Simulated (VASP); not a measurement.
# Ta3Sb (Pm-3n) in VASP: relaxation of cell and atoms with LDA

Aim: the relaxation of cell and atoms of Ta3Sb with LDA.

Program: VASP 6.6.1. These are calculated values, not measurements. Logs are shortened: lines on timing, memory, paths and dates and some standing lists are left out, and cuts for length are marked.

## (1) The cell of the first run

It takes space group Pm-3n (No. 223, cubic). Conventional cell: a = 5.265 Å, b = 5.265 Å, c = 5.265 Å, α = 90.00°, β = 90.00°, γ = 90.00°. Ta (site symmetry -4m2) has 10 Ta at 2.63 to 3.22 Å and 4 Sb at 2.94 Å within 3.5 Å. Sb (site symmetry m-3) has 12 Ta at 2.94 Å within 3.9 Å.

## (2) Relaxation of cell and atoms, LDA

INCAR reads:

```
SYSTEM = Ta3Sb
  PREC = Accurate
  ENCUT = 600
  EDIFF = 1E-6
  ISMEAR = -1
  SIGMA = 0.1
  LREAL = .FALSE.
  LASPH = .TRUE.
  NELM = 80
  ALGO = Normal
  ISIF = 3
  LWAVE = .FALSE.
  LCHARG = .FALSE.
  IBRION = 2
  NSW = 80
  EDIFFG = -0.02
```

KPOINTS reads:

```
Automatic mesh
0
G
  4 4 4
  0 0 0
```

POSCAR reads:

```
Ta3Sb
1.0
    5.2650000000      0.0000000000      0.0000000000
    0.0000000000      5.2650000000      0.0000000000
    0.0000000000      0.0000000000      5.2650000000
Ta Sb
6 2
Direct
    0.2500000000      0.0000000000      0.5000000000
    0.5000000000      0.7500000000      0.0000000000
    0.7500000000      0.0000000000      0.5000000000
    0.5000000000      0.2500000000      0.0000000000
    0.0000000000      0.5000000000      0.7500000000
    0.0000000000      0.5000000000      0.2500000000
    0.0000000000      0.0000000000      0.0000000000
    0.5000000000      0.5000000000      0.5000000000
```

Potentials or basis: VASP PAW LDA potentials, release 64 (Ta_pv, Sb).

Launch:

```sh
$ cat potpaw_LDA.64/Ta_pv/POTCAR potpaw_LDA.64/Sb/POTCAR > POTCAR
$ mpirun -np 1 vasp_std > vasp.out
```

OUTCAR:

```text
SYSTEM = Ta3Sb
   PREC = Accurate
   ENCUT = 600
   EDIFF = 1E-6
   ISMEAR = -1
   LREAL = .FALSE.
   LASPH = .TRUE.
   NELM = 80
   ISIF = 3
   IBRION = 2
   NSW = 80
   EDIFFG = -0.02

 ion  position               nearest neighbor table
   1  0.250  0.000  0.500-   3 2.63   3 2.63   8 2.94   7 2.94   8 2.94   7 2.94   4 3.22   2 3.22
                             4 3.22   5 3.22   5 3.22   6 3.22   6 3.22   2 3.22
   2  0.500  0.750  0.000-   4 2.63   4 2.63   8 2.94   8 2.94   7 2.94   7 2.94   1 3.22   1 3.22
                             3 3.22   5 3.22   6 3.22   5 3.22   6 3.22   3 3.22
   3  0.750  0.000  0.500-   1 2.63   1 2.63   8 2.94   7 2.94   8 2.94   7 2.94   4 3.22   2 3.22
                             4 3.22   5 3.22   5 3.22   6 3.22   6 3.22   2 3.22
   4  0.500  0.250  0.000-   2 2.63   2 2.63   8 2.94   8 2.94   7 2.94   7 2.94   3 3.22   1 3.22
                             3 3.22   5 3.22   6 3.22   5 3.22   6 3.22   1 3.22
   5  0.000  0.500  0.750-   6 2.63   6 2.63   8 2.94   7 2.94   7 2.94   8 2.94   3 3.22   4 3.22
                             1 3.22   3 3.22   1 3.22   2 3.22   4 3.22   2 3.22
   6  0.000  0.500  0.250-   5 2.63   5 2.63   8 2.94   7 2.94   7 2.94   8 2.94   3 3.22   4 3.22
                             1 3.22   3 3.22   1 3.22   2 3.22   4 3.22   2 3.22
   7  0.000  0.000  0.000-   1 2.94   2 2.94   3 2.94   4 2.94   5 2.94   6 2.94   1 2.94   3 2.94
                             5 2.94   6 2.94   2 2.94   4 2.94
   8  0.500  0.500  0.500-   1 2.94   2 2.94   3 2.94   4 2.94   5 2.94   6 2.94   2 2.94   4 2.94
                             1 2.94   3 2.94   5 2.94   6 2.94

  LATTYP: Found a simple cubic cell.
 ALAT       =     5.2650000000

  Lattice vectors:

 A1 = (   5.2650000000,   0.0000000000,   0.0000000000)
 A2 = (   0.0000000000,   5.2650000000,   0.0000000000)
 A3 = (   0.0000000000,   0.0000000000,   5.2650000000)

Analysis of symmetry for initial positions (statically):
=====================================================================
 Subroutine PRICEL returns:
 Original cell was already a primitive cell.

 Routine SETGRP: Setting up the symmetry group for a
 simple cubic supercell.

 Subroutine GETGRP returns: Found 48 space group operations
 (whereof 24 operations were pure point group operations)
 out of a pool of 48 trial point group operations.

The static configuration has the point symmetry T_h .
 The point group associated with its full space group is O_h .

Analysis of symmetry for dynamics (positions and initial velocities):
=====================================================================
 Subroutine PRICEL returns:
 Original cell was already a primitive cell.

 Routine SETGRP: Setting up the symmetry group for a
 simple cubic supercell.

 Subroutine GETGRP returns: Found 48 space group operations
 (whereof 24 operations were pure point group operations)
 out of a pool of 48 trial point group operations.

The dynamic configuration has the point symmetry T_h .
 The point group associated with its full space group is O_h .

 Subroutine INISYM returns: Found 48 space group operations
 (whereof 24 operations are pure point group operations),
 and found     1 'primitive' translations

----------------------------------------------------------------------------------------

                                     Primitive cell

  volume of cell :     145.9470

  direct lattice vectors                    reciprocal lattice vectors
     5.265000000  0.000000000  0.000000000     0.189933523  0.000000000  0.000000000
     0.000000000  5.265000000  0.000000000     0.000000000  0.189933523  0.000000000
     0.000000000  0.000000000  5.265000000     0.000000000  0.000000000  0.189933523

  length of vectors
     5.265000000  5.265000000  5.265000000     0.189933523  0.189933523  0.189933523

  position of ions in fractional coordinates (direct lattice)
     0.250000000  0.000000000  0.500000000
     0.500000000  0.750000000  0.000000000
     0.750000000  0.000000000  0.500000000
     0.500000000  0.250000000  0.000000000
     0.000000000  0.500000000  0.750000000
     0.000000000  0.500000000  0.250000000
     0.000000000  0.000000000  0.000000000
     0.500000000  0.500000000  0.500000000

  ion indices of the primitive-cell ions
   primitive index   ion index
                 1           1
                 2           2
                 3           3
                 4           4
                 5           5
                 6           6
                 7           7
                 8           8

----------------------------------------------------------------------------------------

 KPOINTS: Automatic mesh

Automatic generation of k-mesh.
 Grid dimensions read from file:
 generate k-points for:    4    4    4

 Generating k-lattice:

  Cartesian coordinates                     Fractional coordinates (reciprocal lattice)
     0.047483381  0.000000000  0.000000000     0.250000000  0.000000000  0.000000000
     0.000000000  0.047483381  0.000000000     0.000000000  0.250000000  0.000000000
     0.000000000  0.000000000  0.047483381     0.000000000  0.000000000  0.250000000

  Length of vectors
     0.047483381  0.047483381  0.047483381

  Shift w.r.t. Gamma in fractional coordinates (k-lattice)
     0.000000000  0.000000000  0.000000000

 Subroutine IBZKPT returns following result:
 ===========================================

 Found     10 irreducible k-points:

 Following reciprocal coordinates:
            Coordinates               Weight
  0.000000  0.000000  0.000000      1.000000
  0.250000  0.000000  0.000000      6.000000
  0.500000  0.000000  0.000000      3.000000
  0.250000  0.250000  0.000000     12.000000
  0.500000  0.250000  0.000000     12.000000
  0.500000  0.500000  0.000000      3.000000
  0.250000  0.250000  0.250000      8.000000
  0.500000  0.250000  0.250000     12.000000
  0.500000  0.500000  0.250000      6.000000
  0.500000  0.500000  0.500000      1.000000
   k-points           NKPTS =     10   k-points in BZ     NKDIM =     10   number of bands    NBANDS=     45
   number of dos      NEDOS =    301   number of ions     NIONS =      8
   total plane-waves  NPLWV =  74088
   dimension x,y,z NGX =    42 NGY =   42 NGZ =   42
   dimension x,y,z NGXF=    84 NGYF=   84 NGZF=   84
   ions per type =               6   2
   NGX,Y,Z   is equivalent  to a cutoff of  13.26, 13.26, 13.26 a.u.
   NGXF,Y,Z  is equivalent  to a cutoff of  26.52, 26.52, 26.52 a.u.
 SYSTEM =  Ta3Sb
   PREC   = accura    normal or accurate (medium, high low for compatibility)
   ISTART =      0    job   : 0-new  1-cont  2-samecut
   ICHARG =      2    charge: 1-file 2-atom 10-const
   ISPIN  =      1    spin polarized calculation?
   LNONCOLLINEAR =      F non collinear calculations
   LSORBIT =      F    spin-orbit coupling
   LASPH  =      T    aspherical Exc in radial PAW
   ENCUT  =  600.0 eV  44.10 Ry    6.64 a.u.  10.52 10.52 10.52*2*pi/ulx,y,z
   NELM   =     80;   NELMIN=  2; NELMDL= -5     # of ELM steps
   EDIFF  = 0.1E-05   stopping-criterion for ELM
   LREAL  =      F    real-space projection
   EDIFFG = -.2E-01   stopping-criterion for IOM
   NSW    =     80    number of steps for IOM
   IBRION =      2    ionic relax: 0-MD 1-quasi-New 2-CG
   NFREE  =      1    steps in history (QN), initial steepest desc. (CG)
   ISIF   =      3    stress and relaxation
   ISYM   =      2    0-nonsym 1-usesym 2-fastsym
   POTIM  = 0.5000    time-step for ionic-motion
   TEBEG  =    0.0;   TEEND  =   0.0 temperature during run
   PSTRESS=    0.0 pullay stress
   NELECT =      76.0000    total number of electrons
   NUPDOWN=      -1.0000    fix difference up-down
   EMIN   =  10.00;   EMAX   =-10.00  energy-range for DOS
   EFERMI =   0.00;   METHOD = LEGACY
   ISMEAR =    -1;   SIGMA  =   0.10  broadening in eV -4-tet -1-fermi 0-gaus
   EFERMI_NEDOS =   21; number of points for ismear=-14 and -15
   IALGO  =     38    algorithm
   IMIX   =      4    mixing-type and parameters
     AMIX     =   0.40;   BMIX     =  1.00
     AMIX_MAG =   1.60;   BMIX_MAG =  1.00
  volume/ion in A,a.u.               =      18.24       123.11
  Fermi-wavevector in a.u.,A,eV,Ry     =   1.317087  2.488933 23.602258  1.734717
  Thomas-Fermi vector in A             =   2.447153
   LORBIT       =      0    0 simple, 1 ext, 2 COOP (PROOUT), +10 PAW based schemes
   GGA     = CA    functional components
   LHFCALC =     F    Hartree Fock is set to
   AEXX    =    0.0000 exact exchange contribution
   IVDW    =     0    specifies the selected vdW correction
   LEPSILON=     F    determine dielectric tensor
   LRPA    =     F    only Hartree local field effects (RPA)
 conjugate gradient relaxation of ions
 non-spin polarized calculation
  energy-cutoff  :      600.00
  volume of cell :      145.95
 maximum number of plane-waves:      4945
   NGX = 21   NGY = 21   NGZ = 21

--------------------------------------- Ionic step        1  -------------------------------------------

 number of electron      75.9999980 magnetization

 Free energy of the ion-electron system (eV)
  ---------------------------------------------------
  ext. energy  EPLUGINS =         0.00000000
  ---------------------------------------------------
  free energy    TOTEN  =       -87.77541845 eV

  energy without entropy =      -87.68034039  energy(sigma->0) =      -87.72787942

------------------------ aborting loop because EDIFF is reached ----------------------------------------

  FORCE on cell =-STRESS in cart. coord.  units (eV):
  Direction    XX          YY          ZZ          XY          YZ          ZX
  --------------------------------------------------------------------------------------
  -------------------------------------------------------------------------------------
  Total       -5.8944441     -5.8944441     -5.8944441      0.0000000     -0.0000000     -0.0000000
  in kB      -64.7080500    -64.7080500    -64.7080500      0.0000000     -0.0000000     -0.0000000
  external PRESSURE =     -64.7080500 kB  Pullay stress =       0.0000000 kB
[... 111 lines left out ...]
  energy  without entropy=      -87.7838124261  energy(sigma->0) =      -87.82879481

--------------------------------------- Ionic step        4  -------------------------------------------

 number of electron      75.9999991 magnetization

 Free energy of the ion-electron system (eV)
  ---------------------------------------------------
  ext. energy  EPLUGINS =         0.00000000
  ---------------------------------------------------
  free energy    TOTEN  =       -87.87385475 eV

  energy without entropy =      -87.78401007  energy(sigma->0) =      -87.82893241

 E-fermi :   8.1647     XC(G=0): -12.7377

 val. band max:        8.1374556159   @ k =   0.5000   0.5000   0.0000
 cond. band min:       8.4033867570   @ k =   0.0000   0.0000   0.0000
 fundamental gap:      0.2659311411
 Fermi energy:         8.1647176184

 k-point     1 :       0.0000    0.0000    0.0000
  band No.  band energies     occupation
      1     -26.6717      2.00000
      2     -26.6717      2.00000
      3     -26.5318      2.00000
      4     -25.9981      2.00000
      5     -25.9981      2.00000
      6     -25.9981      2.00000
[... 504 lines left out ...]
  FREE ENERGIE OF THE ION-ELECTRON SYSTEM (eV)
  ---------------------------------------------------
  free  energy   TOTEN  =       -87.8738547485 eV

  energy  without entropy=      -87.7840100727  energy(sigma->0) =      -87.82893241

 reached required accuracy - stopping structural energy minimisation
```

Wall time 3.3 min (1 thread of AMD EPYC 7R43 (Zen 3), shared host); peak memory 0.21 GiB.

Results:

- Free energy: -87.8739 eV
- Relaxed volume: 17.65 Å³/atom
- Relaxed cell: a = 5.208 Å, b = 5.208 Å, c = 5.208 Å, α = 90.00°, β = 90.00°, γ = 90.00°
- Space group after relaxing (to 0.1 Å): Pm-3n (No. 223)
- Energy gained by relaxing: 12.3 meV/atom
- Ionic steps: 4
- Pressure after relaxing: 0.0 GPa
- Band gap on the k mesh: zero (bands 38 and 39 overlap by 0.53 eV)

Step by step:
```csv
step,energy change (eV),largest force (eV/Å),pressure (GPa),volume (Å³)
1,0.0000,0.0000,-6.47,145.95
2,0.4652,0.0000,18.78,130.93
3,-0.0984,0.0000,-0.20,141.34
4,-0.0984,0.0000,-0.01,141.22
```

Final structure:
```
Ta Sb
1.0
     5.20753    0.00000    0.00000
     0.00000    5.20753    0.00000
     0.00000    0.00000    5.20753
Ta Sb
6 2
Direct
  0.25000 0.00000 0.50000
  0.50000 0.75000 0.00000
  0.75000 0.00000 0.50000
  0.50000 0.25000 0.00000
  0.00000 0.50000 0.75000
  0.00000 0.50000 0.25000
  0.00000 0.00000 0.00000
  0.50000 0.50000 0.50000
```

Levels at points of the mesh, in eV from the Fermi level:
| k point | band 36 | band 37 | band 38 | band 39 | band 40 | band 41 |
| --- | --- | --- | --- | --- | --- | --- |
| (0.00, 0.00, 0.00) | -1.09 | -0.34 | -0.34 | 0.24 | 2.70 | 2.70 |
| (0.50, 0.00, 0.00) | -1.35 | -1.06 | -1.06 | 1.46 | 1.46 | 2.32 |
| (0.50, 0.50, 0.00) | -0.03 | -0.03 | 0.30 | 0.41 | 0.41 | 0.50 |
| (0.50, 0.50, 0.50) | -0.33 | -0.23 | -0.23 | -0.23 | -0.23 | -0.23 |

Caveat: spin-orbit coupling is left out, which moves the levels of the heavy elements.
